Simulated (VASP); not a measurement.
# Pd (Fm-3m) in VASP: further runs

Runs on Pd. Level: r2SCAN. Tasks: single point.

All numbers are computed with VASP 6.6.1; they aren't measurements. Logs are shortened: lines on timing, memory, paths and dates and some standing lists are left out, and cuts for length are marked.

**1. The cell of the first run**

Symmetry: Fm-3m, No. 225, cubic system. Conventional cell: a = 3.914 Å, b = 3.914 Å, c = 3.914 Å, α = 90.00°, β = 90.00°, γ = 90.00°. Within 3.6 Å of Pd (site symmetry m-3m) lie 12 Pd at 2.77 Å.

**2. Single point, r2SCAN, collinear spin, ferromagnetic start**

Contents of POSCAR:

```
Pd
1.0
    0.0000000000      1.9567730079      1.9567730079
    1.9567730079      0.0000000000      1.9567730079
    1.9567730079      1.9567730079      0.0000000000
Pd
1
Direct
    0.0000000000      0.0000000000      0.0000000000
```

Contents of INCAR.step1:

```
SYSTEM = Pd
PREC = Accurate
ENCUT = 520
ISMEAR = -1
SIGMA = 0.6
LREAL = .FALSE.
LASPH = .TRUE.
NELM = 150
ISPIN = 2
MAGMOM = 0.436
LMAXMIX = 4
NBANDS = 15
GGA = PE
ALGO = Normal
EDIFF = 1E-4
LWAVE = .TRUE.
LCHARG = .FALSE.
```

Contents of INCAR.step2:

```
SYSTEM = Pd
PREC = Accurate
ENCUT = 520
EDIFF = 1E-6
ISMEAR = -1
SIGMA = 0.6
LREAL = .FALSE.
LASPH = .TRUE.
NELM = 150
ALGO = Normal
ISIF = 2
LWAVE = .FALSE.
LCHARG = .FALSE.
ISPIN = 2
MAGMOM = 0.436
LORBIT = 11
LMAXMIX = 4
METAGGA = R2SCAN
LMIXTAU = .TRUE.
NBANDS = 15
ISTART = 1
```

Contents of KPOINTS:

```
regular mesh
0
G
  14 14 14
  0 0 0
```

Potentials or basis: VASP PAW PBE potentials, release 64 (Pd).

On the command line:

```sh
$ cat potpaw_PBE.64/Pd/POTCAR > POTCAR
$ cp INCAR.step1 INCAR
$ mpirun -np 1 vasp_std > vasp.out
$ cp INCAR.step2 INCAR
$ mpirun -np 1 vasp_std > vasp.out
```

OUTCAR:

```text
SYSTEM = Pd
   PREC = Accurate
   ENCUT = 520
   EDIFF = 1E-6
   ISMEAR = -1
   LREAL = .FALSE.
   LASPH = .TRUE.
   NELM = 150
   ISIF = 2
   ISPIN = 2
   LORBIT = 11
   METAGGA = R2SCAN
   ISTART = 1

 ion  position               nearest neighbor table
   1  0.000  0.000  0.000-

  LATTYP: Found a face centered cubic cell.
 ALAT       =     3.9135460158

  Lattice vectors:

 A1 = (   0.0000000000,   1.9567730079,   1.9567730079)
 A2 = (   1.9567730079,   0.0000000000,   1.9567730079)
 A3 = (   1.9567730079,   1.9567730079,   0.0000000000)

Analysis of symmetry for initial positions (statically):
=====================================================================
 Subroutine PRICEL returns:
 Original cell was already a primitive cell.

 Routine SETGRP: Setting up the symmetry group for a
 face centered cubic supercell.

 Subroutine GETGRP returns: Found 48 space group operations
 (whereof 48 operations were pure point group operations)
 out of a pool of 48 trial point group operations.

The static configuration has the point symmetry O_h .

Analysis of symmetry for dynamics (positions and initial velocities):
=====================================================================
 Subroutine PRICEL returns:
 Original cell was already a primitive cell.

 Routine SETGRP: Setting up the symmetry group for a
 face centered cubic supercell.

 Subroutine GETGRP returns: Found 48 space group operations
 (whereof 48 operations were pure point group operations)
 out of a pool of 48 trial point group operations.

The dynamic configuration has the point symmetry O_h .

Analysis of structural, dynamic, and magnetic symmetry:
=====================================================================
 Subroutine PRICEL returns:
 Original cell was already a primitive cell.

 Routine SETGRP: Setting up the symmetry group for a
 face centered cubic supercell.

 Subroutine GETGRP returns: Found 48 space group operations
 (whereof 48 operations were pure point group operations)
 out of a pool of 48 trial point group operations.

The overall configuration has the point symmetry O_h .

 Subroutine INISYM returns: Found 48 space group operations
 (whereof 48 operations are pure point group operations),
 and found     1 'primitive' translations

----------------------------------------------------------------------------------------

                                     Primitive cell

  volume of cell :      14.9848

  direct lattice vectors                    reciprocal lattice vectors
     0.000000000  1.956773008  1.956773008    -0.255522740  0.255522740  0.255522740
     1.956773008  0.000000000  1.956773008     0.255522740 -0.255522740  0.255522740
     1.956773008  1.956773008  0.000000000     0.255522740  0.255522740 -0.255522740

  length of vectors
     2.767294926  2.767294926  2.767294926     0.442578368  0.442578368  0.442578368

  position of ions in fractional coordinates (direct lattice)
     0.000000000  0.000000000  0.000000000

  ion indices of the primitive-cell ions
   primitive index   ion index
                 1           1

----------------------------------------------------------------------------------------

 KPOINTS: regular mesh

Automatic generation of k-mesh.
 Grid dimensions read from file:
 generate k-points for:   14   14   14

 Generating k-lattice:

  Cartesian coordinates                     Fractional coordinates (reciprocal lattice)
    -0.018251624  0.018251624  0.018251624     0.071428571  0.000000000  0.000000000
     0.018251624 -0.018251624  0.018251624     0.000000000  0.071428571  0.000000000
     0.018251624  0.018251624 -0.018251624     0.000000000  0.000000000  0.071428571

  Length of vectors
     0.031612741  0.031612741  0.031612741

  Shift w.r.t. Gamma in fractional coordinates (k-lattice)
     0.000000000  0.000000000  0.000000000

 Subroutine IBZKPT returns following result:
 ===========================================

 Found    104 irreducible k-points:

 Following reciprocal coordinates:
            Coordinates               Weight
  0.000000  0.000000  0.000000      1.000000
  0.071429  0.000000  0.000000      8.000000
  0.142857  0.000000  0.000000      8.000000
  0.214286  0.000000  0.000000      8.000000
  0.285714  0.000000  0.000000      8.000000
  0.357143  0.000000  0.000000      8.000000
[... 16 lines left out ...]
  0.214286  0.142857  0.000000     24.000000
  0.285714  0.142857  0.000000     24.000000
 [... further k-points ...]
   k-points           NKPTS =    104   k-points in BZ     NKDIM =    104   number of bands    NBANDS=     15
   number of dos      NEDOS =    301   number of ions     NIONS =      1
   total plane-waves  NPLWV =  13824
   dimension x,y,z NGX =    24 NGY =   24 NGZ =   24
   dimension x,y,z NGXF=    48 NGYF=   48 NGZF=   48
   ions per type =               1
   NGX,Y,Z   is equivalent  to a cutoff of  14.42, 14.42, 14.42 a.u.
   NGXF,Y,Z  is equivalent  to a cutoff of  28.84, 28.84, 28.84 a.u.
 SYSTEM =  Pd
   PREC   = accura    normal or accurate (medium, high low for compatibility)
   ISTART =      1    job   : 0-new  1-cont  2-samecut
   ICHARG =      0    charge: 1-file 2-atom 10-const
   ISPIN  =      2    spin polarized calculation?
   LNONCOLLINEAR =      F non collinear calculations
   LSORBIT =      F    spin-orbit coupling
   LASPH  =      T    aspherical Exc in radial PAW
   ENCUT  =  520.0 eV  38.22 Ry    6.18 a.u.   5.15  5.15  5.15*2*pi/ulx,y,z
   NELM   =    150;   NELMIN=  2; NELMDL=  0     # of ELM steps
   EDIFF  = 0.1E-05   stopping-criterion for ELM
   LREAL  =      F    real-space projection
   EDIFFG = 0.1E-04   stopping-criterion for IOM
   NSW    =      0    number of steps for IOM
   IBRION =     -1    ionic relax: 0-MD 1-quasi-New 2-CG
   NFREE  =      0    steps in history (QN), initial steepest desc. (CG)
   ISIF   =      2    stress and relaxation
   ISYM   =      2    0-nonsym 1-usesym 2-fastsym
   POTIM  = 0.5000    time-step for ionic-motion
   TEBEG  =    0.0;   TEEND  =   0.0 temperature during run
   PSTRESS=    0.0 pullay stress
   NELECT =      10.0000    total number of electrons
   NUPDOWN=      -1.0000    fix difference up-down
   EMIN   =  10.00;   EMAX   =-10.00  energy-range for DOS
   EFERMI =   0.00;   METHOD = LEGACY
   ISMEAR =    -1;   SIGMA  =   0.60  broadening in eV -4-tet -1-fermi 0-gaus
   EFERMI_NEDOS =   21; number of points for ismear=-14 and -15
   IALGO  =     38    algorithm
   IMIX   =      4    mixing-type and parameters
     AMIX     =   0.40;   BMIX     =  1.00
     AMIX_MAG =   1.60;   BMIX_MAG =  1.00
  volume/ion in A,a.u.               =      14.98       101.12
  Fermi-wavevector in a.u.,A,eV,Ry     =   1.430620  2.703480 27.846696  2.046674
  Thomas-Fermi vector in A             =   2.550446
   LORBIT       =     11    0 simple, 1 ext, 2 COOP (PROOUT), +10 PAW based schemes
   METAGGA = R2SCAN    functional components
   LHFCALC =     F    Hartree Fock is set to
   AEXX    =    0.0000 exact exchange contribution
   IVDW    =     0    specifies the selected vdW correction
   LEPSILON=     F    determine dielectric tensor
   LRPA    =     F    only Hartree local field effects (RPA)
 spin polarized calculation
  energy-cutoff  :      520.00
  volume of cell :       14.98
 maximum number of plane-waves:       415
 NGX is ok and might be reduce to    24
   NGX = 11   NGY = 11   NGZ = 11

 number of electron       9.9999998 magnetization       0.0000004

 number of electron       9.9999998 magnetization      -0.0000005

 Free energy of the ion-electron system (eV)
  ---------------------------------------------------
  ext. energy  EPLUGINS =         0.00000000
  ---------------------------------------------------
  free energy    TOTEN  =       -23.60192977 eV

  energy without entropy =      -22.53601722  energy(sigma->0) =      -23.06897350

 E-fermi :   9.8535     XC(G=0): -14.0425

 val. band max:        9.8084082451   @ k =   0.4286   0.0000   0.0000
 cond. band min:      10.0010413792   @ k =  -0.3571   0.0714   0.0000
 fundamental gap:      0.1926331341
 Fermi energy:         9.8534709317

 spin component 1

 k-point     1 :       0.0000    0.0000    0.0000
  band No.  band energies     occupation
      1       2.2636      1.00000
      2       6.4697      0.99646
      3       6.4697      0.99646
      4       6.4697      0.99646
      5       8.0429      0.95337
      6       8.0429      0.95337
      7      27.3583      0.00000
      8      31.6525      0.00000
      9      32.2540      0.00000
     10      32.2540      0.00000
     11      32.2540      0.00000
     12      37.7212      0.00000
     13      40.8203      0.00000
     14      40.8203      0.00000
     15      40.8203      0.00000
[... 397 lines left out ...]
 k-point    24 :       0.2857    0.1429    0.0000
  band No.  band energies     occupation
      1       4.3694      0.99989
      2       5.7196      0.99898
      3       6.7619      0.99425
      4       7.1911      0.98831
      5       8.2645      0.93391
      6       8.6246      0.88575
      7      25.3064      0.00000
      8      28.7470      0.00000
      9      29.8902      0.00000
     10      31.5457      0.00000
     11      31.9841      0.00000
     12      36.6149      0.00000
     13      38.5885      0.00000
     14      38.9551      0.00000
     15      42.2042      0.00000

 [... further k-points ...]

 spin component 2

 k-point     1 :       0.0000    0.0000    0.0000
  band No.  band energies     occupation
      1       2.2636      1.00000
      2       6.4697      0.99646
      3       6.4697      0.99646
      4       6.4697      0.99646
      5       8.0429      0.95337
      6       8.0429      0.95337
      7      27.3583      0.00000
      8      31.6526      0.00000
      9      32.2540      0.00000
     10      32.2540      0.00000
     11      32.2540      0.00000
     12      37.7212      0.00000
     13      40.8203      0.00000
     14      40.8203      0.00000
     15      40.8203      0.00000
[... 397 lines left out ...]
 k-point    24 :       0.2857    0.1429    0.0000
  band No.  band energies     occupation
      1       4.3694      0.99989
      2       5.7196      0.99898
      3       6.7619      0.99425
      4       7.1911      0.98831
      5       8.2645      0.93391
      6       8.6246      0.88575
      7      25.3064      0.00000
      8      28.7470      0.00000
      9      29.8902      0.00000
     10      31.5457      0.00000
     11      31.9841      0.00000
     12      36.6149      0.00000
     13      38.5885      0.00000
     14      38.9551      0.00000
     15      42.2042      0.00000

 [... further k-points ...]
[... 5 lines left out ...]
  --------------------------------------------------------------------------------------
  -------------------------------------------------------------------------------------
  Total        0.5046015      0.5046015      0.5046015      0.0000000      0.0000000      0.0000000
  in kB       53.9520323     53.9520323     53.9520323      0.0000000      0.0000000      0.0000000
  external PRESSURE =      53.9520323 kB  Pullay stress =       0.0000000 kB

 VOLUME and BASIS-vectors are now :
 -----------------------------------------------------------------------------
  energy-cutoff  :      520.00
  volume of cell :       14.98
      direct lattice vectors                 reciprocal lattice vectors
     0.000000000  1.956773008  1.956773008    -0.255522740  0.255522740  0.255522740
     1.956773008  0.000000000  1.956773008     0.255522740 -0.255522740  0.255522740
     1.956773008  1.956773008  0.000000000     0.255522740  0.255522740 -0.255522740

 POSITION                                       TOTAL-FORCE (eV/Angst)
 -----------------------------------------------------------------------------------
      0.00000      0.00000      0.00000        -0.000000     -0.000000      0.000000
 -----------------------------------------------------------------------------------
    total drift:                                0.000000      0.000000     -0.000000

  FREE ENERGIE OF THE ION-ELECTRON SYSTEM (eV)
  ---------------------------------------------------
  free  energy   TOTEN  =       -23.6019297742 eV

  energy  without entropy=      -22.5360172210  energy(sigma->0) =      -23.06897350

 total charge

# of ion       s       p       d       tot
------------------------------------------
    1        0.522   0.465   8.457   9.445

 magnetization (x)

# of ion       s       p       d       tot
------------------------------------------
    1        0.000   0.000  -0.000   0.000
```

Wall time 2.3 min (1 thread of Intel Xeon Platinum 8488C (Sapphire Rapids), shared host); peak memory 0.18 GiB.

What came out:

```yaml
Free_energy: -23.6019 eV
Pressure: 5.4 GPa
Band_gap_on_the_k_mesh: zero (filled and empty bands overlap)
Net_moment: 0.00 μB per cell
Valence_electrons_inside_the_program's_atomic_spheres: Pd 9.45
```

Levels at points of the mesh, in eV from the Fermi level:
Spin up:
```tsv
k point	band 3	band 4	band 5	band 6	band 7	band 8
(0.00, 0.00, 0.00)	-3.38	-3.38	-1.81	-1.81	17.50	21.80
(0.50, 0.00, 0.00)	-3.45	-0.58	-0.58	0.79	7.06	16.88
(0.50, 0.50, 0.00)	-0.64	-0.25	-0.25	3.14	10.61	13.33
```
Spin down:
```
           k point  band 3  band 4  band 5  band 6  band 7  band 8
(0.00, 0.00, 0.00)   -3.38   -3.38   -1.81   -1.81   17.50   21.80
(0.50, 0.00, 0.00)   -3.45   -0.58   -0.58    0.79    7.06   16.88
(0.50, 0.50, 0.00)   -0.64   -0.25   -0.25    3.14   10.61   13.33
```

Caveat: the PAW data sets were made with another functional, which shifts forces and pressure a little.

(Part 1 of 2 ends here.)
